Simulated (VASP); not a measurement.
# HfC5 (P4/mmm) in VASP: a series of runs

Runs on HfC5. Level: PBE. Tasks: single point, relaxation of cell and atoms.

All numbers are computed with VASP 6.6.1; they aren't measurements. Logs are shortened: lines on timing, memory, paths and dates and some standing lists are left out, and cuts for length are marked.

**1. The cell of the first run**

The structure is tetragonal, space group P4/mmm (No. 123). Conventional cell: a = 4.788 Å, b = 4.788 Å, c = 3.396 Å, α = 90.00°, β = 90.00°, γ = 90.00°. Hf (site symmetry 4/mmm) has 4 C at 2.32 Å within 3.1 Å. Within 2.0 Å of C (site symmetry m2m) lie 2 C at 1.51 Å. Within 2.7 Å of C (site symmetry 4/mmm) lie 8 C at 2.01 Å.

**2. Single point, PBE**

File INCAR:

```
SYSTEM = HfC5
ALGO = Normal ; EDIFF = 1E-6
ENCUT = 520 ; GGA = PE
ISIF = 2 ; ISMEAR = 0
LASPH = .TRUE. ; LCHARG = .FALSE.
LREAL = .FALSE. ; LWAVE = .FALSE.
NBANDS = 24 ; NELM = 80
PREC = Accurate ; SIGMA = 0.1
```

File KPOINTS:

```
k-points
0
G
  4 4 4
  0 0 0
```

File POSCAR:

```
HfC5
1.0
    4.7879999785      0.0000000000      0.0000000000
    0.0000000000      4.7879999785      0.0000000000
    0.0000000000      0.0000000000      3.3963599398
Hf C
1 5
Direct
    0.5000000000      0.5000000000      0.5000000000
    0.8419011124      0.8419011124      0.5000000000
    0.1580988876      0.1580988876      0.5000000000
    0.1580988876      0.8419011124      0.5000000000
    0.8419011124      0.1580988876      0.5000000000
    0.0000000000      0.0000000000      0.0000000000
```

Potentials or basis: VASP PAW PBE potentials, release 64 (Hf_pv, C).

Command:

```console
> cat potpaw_PBE.64/Hf_pv/POTCAR potpaw_PBE.64/C/POTCAR > POTCAR
> mpirun -np 1 vasp_std > vasp.out
```

OUTCAR:

```text
SYSTEM = HfC5
   EDIFF = 1E-6
   ENCUT = 520
   GGA = PE
   ISIF = 2
   ISMEAR = 0
   LASPH = .TRUE.
   LREAL = .FALSE.
   NELM = 80
   PREC = Accurate

 ion  position               nearest neighbor table
   1  0.500  0.500  0.500-   2 2.32   3 2.32   4 2.32   5 2.32
   2  0.842  0.842  0.500-   4 1.51   5 1.51   6 2.01   6 2.01   1 2.32
   3  0.158  0.158  0.500-   4 1.51   5 1.51   6 2.01   6 2.01   1 2.32
   4  0.158  0.842  0.500-   2 1.51   3 1.51   6 2.01   6 2.01   1 2.32
   5  0.842  0.158  0.500-   2 1.51   3 1.51   6 2.01   6 2.01   1 2.32
   6  0.000  0.000  0.000-   2 2.01   3 2.01   4 2.01   5 2.01   2 2.01   3 2.01   4 2.01   5 2.01

  LATTYP: Found a simple tetragonal cell.
 ALAT       =     4.7879999785
 C/A-ratio  =     0.7093483615

  Lattice vectors:

 A1 = (   4.7879999785,   0.0000000000,   0.0000000000)
 A2 = (   0.0000000000,   4.7879999785,   0.0000000000)
 A3 = (   0.0000000000,   0.0000000000,   3.3963599398)

Analysis of symmetry for initial positions (statically):
=====================================================================
 Subroutine PRICEL returns:
 Original cell was already a primitive cell.

 Routine SETGRP: Setting up the symmetry group for a
 simple tetragonal supercell.

 Subroutine GETGRP returns: Found 16 space group operations
 (whereof 16 operations were pure point group operations)
 out of a pool of 16 trial point group operations.

The static configuration has the point symmetry D_4h.

Analysis of symmetry for dynamics (positions and initial velocities):
=====================================================================
 Subroutine PRICEL returns:
 Original cell was already a primitive cell.

 Routine SETGRP: Setting up the symmetry group for a
 simple tetragonal supercell.

 Subroutine GETGRP returns: Found 16 space group operations
 (whereof 16 operations were pure point group operations)
 out of a pool of 16 trial point group operations.

The dynamic configuration has the point symmetry D_4h.

 Subroutine INISYM returns: Found 16 space group operations
 (whereof 16 operations are pure point group operations),
 and found     1 'primitive' translations

----------------------------------------------------------------------------------------
[... 93 lines left out ...]
   NELM   =     80;   NELMIN=  2; NELMDL= -5     # of ELM steps
   EDIFF  = 0.1E-05   stopping-criterion for ELM
   LREAL  =      F    real-space projection
   EDIFFG = 0.1E-04   stopping-criterion for IOM
   NSW    =      0    number of steps for IOM
   IBRION =     -1    ionic relax: 0-MD 1-quasi-New 2-CG
   NFREE  =      0    steps in history (QN), initial steepest desc. (CG)
   ISIF   =      2    stress and relaxation
   ISYM   =      2    0-nonsym 1-usesym 2-fastsym
   POTIM  = 0.5000    time-step for ionic-motion
   TEBEG  =    0.0;   TEEND  =   0.0 temperature during run
   PSTRESS=    0.0 pullay stress
   NELECT =      30.0000    total number of electrons
   NUPDOWN=      -1.0000    fix difference up-down
   EMIN   =  10.00;   EMAX   =-10.00  energy-range for DOS
   EFERMI =   0.00;   METHOD = LEGACY
   ISMEAR =     0;   SIGMA  =   0.10  broadening in eV -4-tet -1-fermi 0-gaus
   EFERMI_NEDOS =   21; number of points for ismear=-14 and -15
   IALGO  =     38    algorithm
   IMIX   =      4    mixing-type and parameters
     AMIX     =   0.40;   BMIX     =  1.00
     AMIX_MAG =   1.60;   BMIX_MAG =  1.00
  volume/ion in A,a.u.               =      12.98        87.57
  Fermi-wavevector in a.u.,A,eV,Ry     =   1.191264  2.251162 19.308154  1.419109
  Thomas-Fermi vector in A             =   2.327329
   LORBIT       =      0    0 simple, 1 ext, 2 COOP (PROOUT), +10 PAW based schemes
   GGA     = PE    functional components
   LHFCALC =     F    Hartree Fock is set to
   AEXX    =    0.0000 exact exchange contribution
   IVDW    =     0    specifies the selected vdW correction
   LEPSILON=     F    determine dielectric tensor
   LRPA    =     F    only Hartree local field effects (RPA)
 non-spin polarized calculation
 Gauss-broadening in eV      SIGMA  =   0.10
  energy-cutoff  :      520.00
  volume of cell :       77.86
 maximum number of plane-waves:      2120
 NGX is ok and might be reduce to    36
   NGX = 17   NGY = 17   NGZ = 13

 number of electron      30.0000001 magnetization

 Free energy of the ion-electron system (eV)
  ---------------------------------------------------
  ext. energy  EPLUGINS =         0.00000000
  ---------------------------------------------------
  free energy    TOTEN  =       -44.27602327 eV

  energy without entropy =      -44.24681156  energy(sigma->0) =      -44.26141741

 E-fermi :   3.5247     XC(G=0):  -9.9915

 val. band max:        3.5168120005   @ k =   0.0000   0.0000   0.0000
 cond. band min:       3.5381021931   @ k =   0.5000   0.2500   0.2500
 fundamental gap:      0.0212901926
 Fermi energy:         3.5247377156

 k-point     1 :       0.0000    0.0000    0.0000
  band No.  band energies     occupation
      1     -27.6112      2.00000
      2     -27.4774      2.00000
      3     -27.4774      2.00000
      4     -15.4914      2.00000
      5      -7.3719      2.00000
      6      -7.3719      2.00000
[... 475 lines left out ...]
     23       9.7531      0.00000
     24      10.3238      0.00000

------------------------ aborting loop because EDIFF is reached ----------------------------------------

  FORCE on cell =-STRESS in cart. coord.  units (eV):
  Direction    XX          YY          ZZ          XY          YZ          ZX
  --------------------------------------------------------------------------------------
  -------------------------------------------------------------------------------------
  Total       -0.0055296     -0.0055296     -0.0742572      0.0000000      0.0000000      0.0000000
  in kB       -0.1137850     -0.1137850     -1.5280136      0.0000000      0.0000000      0.0000000
  external PRESSURE =      -0.5851945 kB  Pullay stress =       0.0000000 kB

 VOLUME and BASIS-vectors are now :
 -----------------------------------------------------------------------------
  energy-cutoff  :      520.00
  volume of cell :       77.86
      direct lattice vectors                 reciprocal lattice vectors
     4.787999979  0.000000000  0.000000000     0.208855473  0.000000000  0.000000000
     0.000000000  4.787999979  0.000000000     0.000000000  0.208855473  0.000000000
     0.000000000  0.000000000  3.396359940     0.000000000  0.000000000  0.294432869

 POSITION                                       TOTAL-FORCE (eV/Angst)
 -----------------------------------------------------------------------------------
      2.39400      2.39400      1.69818         0.000000      0.000000      0.000000
      4.03102      4.03102      1.69818        -0.098520     -0.098520     -0.000000
      0.75698      0.75698      1.69818         0.098520      0.098520      0.000000
      0.75698      4.03102      1.69818         0.098520     -0.098520     -0.000000
      4.03102      0.75698      1.69818        -0.098520      0.098520      0.000000
      0.00000      0.00000      0.00000         0.000000      0.000000      0.000000
 -----------------------------------------------------------------------------------
    total drift:                               -0.000000      0.000000     -0.000000

  FREE ENERGIE OF THE ION-ELECTRON SYSTEM (eV)
  ---------------------------------------------------
  free  energy   TOTEN  =       -44.2760232729 eV

  energy  without entropy=      -44.2468115552  energy(sigma->0) =      -44.26141741
```

stdout:

```text
POSCAR found type information on POSCAR HfC
 POSCAR found :  2 types and       6 ions
 scaLAPACK will be used
 LDA part: xc-table for (Slater+PW92), standard interpolation
 POSCAR, INCAR and KPOINTS ok, starting setup
 FFT: planning ... GRIDC
 FFT: planning ... GRID_SOFT
 FFT: planning ... GRID
 WAVECAR not read
 entering main loop
```

It took 23 s on 1 thread of AMD EPYC 9R45 (Zen 5), shared host; peak memory 0.16 GiB.

Results:

| Item | Value |
| --- | --- |
| Free energy | -44.2760 eV |
| Pressure | -0.1 GPa |
| Largest force | 0.139 eV/Å |
| Band gap on the k mesh | zero (band 15 reaches 4.45 eV, above the bottom of band 16 at 3.24 eV) |

Forces on the atoms (eV/Å):
```
Hf   0.000  0.000  0.000
C   -0.099 -0.099  0.000
C    0.099  0.099  0.000
C    0.099 -0.099  0.000
C   -0.099  0.099  0.000
C    0.000  0.000  0.000
```

Stress tensor (GPa, compression positive):
```
-0.01  0.00  0.00
 0.00 -0.01  0.00
 0.00  0.00 -0.15
```

Caveat: the k points lie up to 0.46 Å⁻¹ apart; spin-orbit coupling is left out, which moves the levels of the heavy elements.

**3. Relaxation of cell and atoms, PBE**

This run uses another cell than the first one, of 14.93 Å³/atom, 1.151 times its volume.

File INCAR:

```
  PREC = Accurate
  ENCUT = 600
  EDIFF = 1E-7
  ISMEAR = 0
  SIGMA = 0.1
  LREAL = False
  LASPH = True
  NELM = 100
  ALGO = Normal
  ISIF = 3
  LWAVE = False
  LCHARG = False
  GGA = PE
  IBRION = 2
  NSW = 90
  EDIFFG = -0.04
```

File KPOINTS:

```
Automatic mesh
0
Gamma
  4 4 4
```

File POSCAR:

```
HfC5
1.0
    4.8517926900      0.0000000000      0.0000000000
    0.0000000000      4.8517926900      0.0000000000
    0.0000000000      0.0000000000      3.8065335300
Hf C
1 5
Direct
    0.5000000000      0.5000000000      0.5000000000
    0.8386404700      0.8386404700      0.5000000000
    0.1613595300      0.1613595300      0.5000000000
    0.1613595300      0.8386404700      0.5000000000
    0.8386404700      0.1613595300      0.5000000000
    0.0000000000      0.0000000000      0.0000000000
```

Potentials or basis: VASP PAW PBE potentials, release 64 (Hf_pv, C).

Command:

```console
> cat potpaw_PBE.64/Hf_pv/POTCAR potpaw_PBE.64/C/POTCAR > POTCAR
> mpirun -np 1 vasp_std > vasp.out
```

Wall time 2.3 min (1 thread of AMD EPYC 9R45 (Zen 5), shared host); peak memory 0.21 GiB.

It converged, with:

```yaml
Free_energy: -44.2953 eV
Relaxed_volume: 12.96 Å³/atom
Relaxed_cell: a = 4.781 Å, b = 4.781 Å, c = 3.401 Å, α = 90.00°, β = 90.00°, γ = 90.00°
Space_group_after_relaxing_to_0.05_Å: P4/mmm (No. 123)
Energy_gained_by_relaxing: 103.4 meV/atom
Ionic_steps: 8
Pressure_after_relaxing: -0.2 GPa
Largest_force_after_relaxing: 0.028 eV/Å
Band_gap_on_the_k_mesh: zero (band 15 reaches 4.44 eV, above the bottom of band 16 at 3.23 eV)
```

Forces on the atoms (eV/Å):
```
Hf   0.000  0.000  0.000
C    0.020  0.020  0.000
C   -0.020 -0.020  0.000
C   -0.020  0.020  0.000
C    0.020 -0.020  0.000
C    0.000  0.000  0.000
```

Stress tensor (GPa, compression positive):
```
-0.11  0.00  0.00
 0.00 -0.11  0.00
 0.00  0.00 -0.41
```

The path:
```tsv
step	energy change (eV)	largest force (eV/Å)	pressure (GPa)	volume (Å³)
1	0.0000	1.4154	-11.70	89.61
2	0.6223	6.3498	18.79	76.19
3	-0.2976	0.6730	-3.01	84.18
4	-0.4752	0.2778	-0.29	79.62
5	-0.4984	0.6550	1.16	77.95
6	-0.5973	0.3164	2.60	76.07
7	-0.5989	0.2707	2.88	75.82
8	-0.6205	0.0277	-0.21	77.74
```

Final structure:
```cif
data_structure
_symmetry_space_group_name_H-M 'P 1'
_symmetry_Int_Tables_number 1
_cell_length_a 4.7810
_cell_length_b 4.7810
_cell_length_c 3.4009
_cell_angle_alpha 90.000
_cell_angle_beta 90.000
_cell_angle_gamma 90.000
_cell_volume 77.74
loop_
_atom_site_label
_atom_site_type_symbol
_atom_site_fract_x
_atom_site_fract_y
_atom_site_fract_z
_atom_site_occupancy
Hf1 Hf 0.50000 0.50000 0.50000 1
C1 C 0.84140 0.84140 0.50000 1
C2 C 0.15860 0.15860 0.50000 1
C3 C 0.15860 0.84140 0.50000 1
C4 C 0.84140 0.15860 0.50000 1
C5 C 0.00000 0.00000 0.00000 1
```

Levels at points of the mesh, in eV from the Fermi level:
```tsv
k point	band 13	band 14	band 15	band 16	band 17	band 18
(0.00, 0.00, 0.00)	-0.90	-0.90	-0.02	-0.02	0.92	0.92
(0.50, 0.00, 0.00)	-2.30	-1.29	0.17	0.35	0.52	0.88
(0.50, 0.50, 0.00)	-0.54	-0.54	-0.30	-0.30	0.69	0.69
(0.00, 0.00, 0.50)	-0.41	-0.41	0.64	1.14	1.14	3.12
(0.50, 0.00, 0.50)	-2.59	-2.04	-0.28	-0.22	1.65	2.94
(0.50, 0.50, 0.50)	-0.05	-0.05	0.91	1.19	1.19	2.11
```

Caveat: the k points lie up to 0.46 Å⁻¹ apart in the final cell; spin-orbit coupling is left out, which moves the levels of the heavy elements.
